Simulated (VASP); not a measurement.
# Hf (R-3m) in VASP: notebook, part 2 of 2

VASP 6.6.1.

## 4. Electric field gradients, PBE (equal xy, yz and zx shear strains of +1 %)

INCAR

```
PREC = Accurate ; ENCUT = 520
EDIFF = 1E-8 ; ISMEAR = -1
SIGMA = 0.05 ; LREAL = False
LASPH = True ; NELM = 60
ALGO = Normal ; ISIF = 2
LWAVE = False ; LCHARG = False
GGA = PE ; LEFG = True
NBANDS = 11
```

KPOINTS

```
Automatic mesh
0
Gamma
  14 14 14
```

POSCAR

```
Hf
1.0
   -1.7869500000      1.8050000000      1.8050000000
    1.8050000000     -1.7869500000      1.8050000000
    1.8050000000      1.8050000000     -1.7869500000
Hf
1
Direct
    0.0000000000      0.0000000000      0.0000000000
```

Potentials or basis: VASP PAW PBE potentials, release 64 (Hf_pv).

On the command line:

```console
> cat potpaw_PBE.64/Hf_pv/POTCAR > POTCAR
> mpirun -np 1 vasp_std > vasp.out
```

OUTCAR:

```text
PREC = Accurate
   ENCUT = 520
   EDIFF = 1E-8
   ISMEAR = -1
   LREAL = False
   LASPH = True
   NELM = 60
   ISIF = 2
   GGA = PE

 ion  position               nearest neighbor table
   1  0.000  0.000  0.000-

  LATTYP: Found a trigonal (rhomboedric) cell.
 ALAT       =     3.1159653885
 COS(alpha) =    -0.3288480252

  Lattice vectors:

 A1 = (  -1.7869500000,   1.8050000000,   1.8050000000)
 A2 = (   1.8050000000,  -1.7869500000,   1.8050000000)
 A3 = (   1.8050000000,   1.8050000000,  -1.7869500000)

Analysis of symmetry for initial positions (statically):
=====================================================================
 Subroutine PRICEL returns:
 Original cell was already a primitive cell.

 Routine SETGRP: Setting up the symmetry group for a
 trigonal (rhombohedral) supercell.

 Subroutine GETGRP returns: Found 12 space group operations
 (whereof 12 operations were pure point group operations)
 out of a pool of 12 trial point group operations.

The static configuration has the point symmetry D_3d.

Analysis of symmetry for dynamics (positions and initial velocities):
=====================================================================
 Subroutine PRICEL returns:
 Original cell was already a primitive cell.

 Routine SETGRP: Setting up the symmetry group for a
 trigonal (rhombohedral) supercell.

 Subroutine GETGRP returns: Found 12 space group operations
 (whereof 12 operations were pure point group operations)
 out of a pool of 12 trial point group operations.

The dynamic configuration has the point symmetry D_3d.

 Subroutine INISYM returns: Found 12 space group operations
 (whereof 12 operations are pure point group operations),
 and found     1 'primitive' translations

----------------------------------------------------------------------------------------

                                     Primitive cell

  volume of cell :      23.5212

  direct lattice vectors                    reciprocal lattice vectors
    -1.786950000  1.805000000  1.805000000    -0.002756439  0.275643873  0.275643873
     1.805000000 -1.786950000  1.805000000     0.275643873 -0.002756439  0.275643873
     1.805000000  1.805000000 -1.786950000     0.275643873  0.275643873 -0.002756439

  length of vectors
     3.115965389  3.115965389  3.115965389     0.389829049  0.389829049  0.389829049

  position of ions in fractional coordinates (direct lattice)
     0.000000000  0.000000000  0.000000000

  ion indices of the primitive-cell ions
   primitive index   ion index
                 1           1

----------------------------------------------------------------------------------------

 KPOINTS: Automatic mesh

Automatic generation of k-mesh.
 Grid dimensions read from file:
 generate k-points for:   14   14   14

 Generating k-lattice:

  Cartesian coordinates                     Fractional coordinates (reciprocal lattice)
[... 70 lines left out ...]
   PSTRESS=    0.0 pullay stress
   NELECT =      10.0000    total number of electrons
   NUPDOWN=      -1.0000    fix difference up-down
   EMIN   =  10.00;   EMAX   =-10.00  energy-range for DOS
   EFERMI =   0.00;   METHOD = LEGACY
   ISMEAR =    -1;   SIGMA  =   0.05  broadening in eV -4-tet -1-fermi 0-gaus
   EFERMI_NEDOS =   21; number of points for ismear=-14 and -15
   IALGO  =     38    algorithm
   IMIX   =      4    mixing-type and parameters
     AMIX     =   0.40;   BMIX     =  1.00
     AMIX_MAG =   1.60;   BMIX_MAG =  1.00
  volume/ion in A,a.u.               =      23.52       158.73
  Fermi-wavevector in a.u.,A,eV,Ry     =   1.230992  2.326237 20.617459  1.515341
  Thomas-Fermi vector in A             =   2.365819
   LORBIT       =      0    0 simple, 1 ext, 2 COOP (PROOUT), +10 PAW based schemes
   GGA     = PE    functional components
   LHFCALC =     F    Hartree Fock is set to
   AEXX    =    0.0000 exact exchange contribution
   IVDW    =     0    specifies the selected vdW correction
   LEPSILON=     F    determine dielectric tensor
   LRPA    =     F    only Hartree local field effects (RPA)
 non-spin polarized calculation
  energy-cutoff  :      520.00
  volume of cell :       23.52
 maximum number of plane-waves:       651
   NGX = 11   NGY = 11   NGZ = 11

 number of electron      10.0000001 magnetization

 Free energy of the ion-electron system (eV)
  ---------------------------------------------------
  ext. energy  EPLUGINS =         0.00000000
  ---------------------------------------------------
  free energy    TOTEN  =        -9.72799125 eV

  energy without entropy =       -9.71012626  energy(sigma->0) =       -9.71905876

 E-fermi :   4.2379     XC(G=0): -11.0585

 val. band max:        4.2337763824   @ k =  -0.3571   0.0714   0.0000
 cond. band min:       4.2390404276   @ k =   0.5000   0.5000   0.1429
 fundamental gap:      0.0052640452
 Fermi energy:         4.2378682367

 k-point     1 :       0.0000    0.0000    0.0000
  band No.  band energies     occupation
      1     -25.8007      2.00000
      2     -25.7818      2.00000
      3     -25.7818      2.00000
      4      -2.6284      2.00000
      5       5.6573      0.00000
      6       5.6573      0.00000
      7       5.8667      0.00000
      8       8.3722      0.00000
      9       8.3722      0.00000
     10      17.2148      0.00000
     11      17.2148      0.00000
[... 309 lines left out ...]
 k-point    24 :       0.2857    0.1429    0.0000
  band No.  band energies     occupation
      1     -26.3259      2.00000
      2     -26.0003      2.00000
      3     -25.8294      2.00000
      4       0.9266      2.00000
      5       3.9751      1.98962
      6       4.2809      0.59438
      7       7.9289      0.00000
      8       9.0781      0.00000
      9      10.1779      0.00000
     10      14.6252      0.00000
     11      16.7136      0.00000

 [... further k-points ...]

------------------------ aborting loop because EDIFF is reached ----------------------------------------

  FORCE on cell =-STRESS in cart. coord.  units (eV):
  Direction    XX          YY          ZZ          XY          YZ          ZX
  --------------------------------------------------------------------------------------
  -------------------------------------------------------------------------------------
  Total       -0.7714801     -0.7714801     -0.7714801     -0.0715506     -0.0715506     -0.0715506
  in kB      -52.5504136    -52.5504136    -52.5504136     -4.8737668     -4.8737668     -4.8737668
  external PRESSURE =     -52.5504136 kB  Pullay stress =       0.0000000 kB

 VOLUME and BASIS-vectors are now :
 -----------------------------------------------------------------------------
  energy-cutoff  :      520.00
  volume of cell :       23.52
      direct lattice vectors                 reciprocal lattice vectors
    -1.786950000  1.805000000  1.805000000    -0.002756439  0.275643873  0.275643873
     1.805000000 -1.786950000  1.805000000     0.275643873 -0.002756439  0.275643873
     1.805000000  1.805000000 -1.786950000     0.275643873  0.275643873 -0.002756439

 POSITION                                       TOTAL-FORCE (eV/Angst)
 -----------------------------------------------------------------------------------
      0.00000      0.00000      0.00000         0.000000      0.000000      0.000000
 -----------------------------------------------------------------------------------
    total drift:                                0.000000      0.000000      0.000000

  FREE ENERGIE OF THE ION-ELECTRON SYSTEM (eV)
  ---------------------------------------------------
  free  energy   TOTEN  =        -9.7279912531 eV

  energy  without entropy=       -9.7101262574  energy(sigma->0) =       -9.71905876

 Electric field gradients (V/A^2)
---------------------------------------------------------------------
 ion       V_xx      V_yy      V_zz      V_xy      V_xz      V_yz
---------------------------------------------------------------------
   1       0.000    -0.000     0.000    -9.648    -9.648    -9.648
---------------------------------------------------------------------

 Electric field gradients after diagonalization (V/A^2)
 (convention: |V_zz| > |V_xx| > |V_yy|)
----------------------------------------------------------------------
 ion       V_xx      V_yy      V_zz     asymmetry (V_yy - V_xx)/ V_zz
----------------------------------------------------------------------
   1       9.648     9.648   -19.295       0.000
----------------------------------------------------------------------

           NMR quadrupolar parameters

 Cq : quadrupolar parameter    Cq=e*Q*V_zz/h
 eta: asymmetry parameters     (V_yy - V_xx)/ V_zz
 Q  : nuclear electric quadrupole moment in mb (millibarn)
----------------------------------------------------------------------
 ion       Cq(MHz)       eta       Q (mb)
----------------------------------------------------------------------
   1      -0.047       0.000       1.000
----------------------------------------------------------------------
```

OSZICAR:

```text
N       E                     dE             d eps       ncg     rms          rms(c)
DAV:   1     0.123764915865E+02    0.12376E+02   -0.56919E+03  6376   0.833E+02
DAV:   2    -0.964144798609E+01   -0.22018E+02   -0.21311E+02  7980   0.153E+02
DAV:   3    -0.101047689929E+02   -0.46332E+00   -0.45642E+00  8015   0.150E+01
DAV:   4    -0.101066997547E+02   -0.19308E-02   -0.19305E-02  7145   0.116E+00
DAV:   5    -0.101067121518E+02   -0.12397E-04   -0.12397E-04  7919   0.821E-02    0.439E+01
DAV:   6    -0.982162069412E+01    0.28509E+00   -0.25095E-01  7029   0.364E+00    0.253E+01
DAV:   7    -0.973227969787E+01    0.89341E-01   -0.33476E-01  7260   0.407E+00    0.114E+00
DAV:   8    -0.972798520250E+01    0.42945E-02   -0.21384E-02  7065   0.107E+00    0.135E-01
DAV:   9    -0.972798646066E+01   -0.12582E-05   -0.32662E-04  8193   0.157E-01    0.534E-02
DAV:  10    -0.972799151338E+01   -0.50527E-05   -0.26925E-05  7393   0.398E-02    0.263E-02
DAV:  11    -0.972799134990E+01    0.16347E-06   -0.35861E-06  7548   0.139E-02    0.181E-03
DAV:  12    -0.972799130613E+01    0.43771E-07   -0.52707E-08  7731   0.219E-03    0.182E-03
DAV:  13    -0.972799125000E+01    0.56130E-07   -0.41723E-09  4441   0.536E-04    0.593E-04
DAV:  14    -0.972799125311E+01   -0.31121E-08   -0.41840E-10  4068   0.190E-04
   1 F= -.97279913E+01 E0= -.97190588E+01  d E =-.178650E-01
```

Run time: 79 s. Hardware: 1 thread of Intel Xeon 8259CL, shared host; peak memory 0.19 GiB.

What came out:

* Free energy: -9.7280 eV
* Pressure: -5.3 GPa
* Band gap on the k mesh: zero (bands 5 and 6 overlap by 2.13 eV)
* Largest electric field gradient by atom: Hf -19.3 V/Å²

Stress tensor (GPa, compression positive):
```
-5.26 -0.49 -0.49
-0.49 -5.26 -0.49
-0.49 -0.49 -5.26
```

Electric field gradients, principal values (V/Å²):
```
atom  least  middle  greatest (by size)
1 Hf  9.648   9.648             -19.295
```

Caveat: the cell differs from its parent crystal (equal xy, yz and zx shear strains of +1 %); the cell stands under tension; without QUAD_EFG the Cq values of the log hold for a quadrupole moment of 1 mb, not for the nuclei; spin-orbit coupling is left out, which moves the levels of the heavy elements.

## 5. Overview

```tsv
cell	gap on the mesh (eV)	pressure (GPa)
a = 3.158 Å, angles 110.3°, 1 atom	none	-5.2
a = 3.106 Å, angles 108.9°, 1 atom	none	-5.2
a = 3.116 Å, angles 109.2°, 1 atom	none	-5.3
```

Alike in all rows: task electric field gradients; level PBE; potentials or basis VASP PAW PBE potentials, release 64 (Hf_pv); no spin polarisation; k mesh 14 × 14 × 14; cutoff (eV) 520; smearing fermi-dirac 0.05 eV.

Caveats: the cell stands under tension; spin-orbit coupling is left out, which moves the levels of the heavy elements.

Total energies depend on the potentials used, so only differences within one code and one set of settings carry meaning.
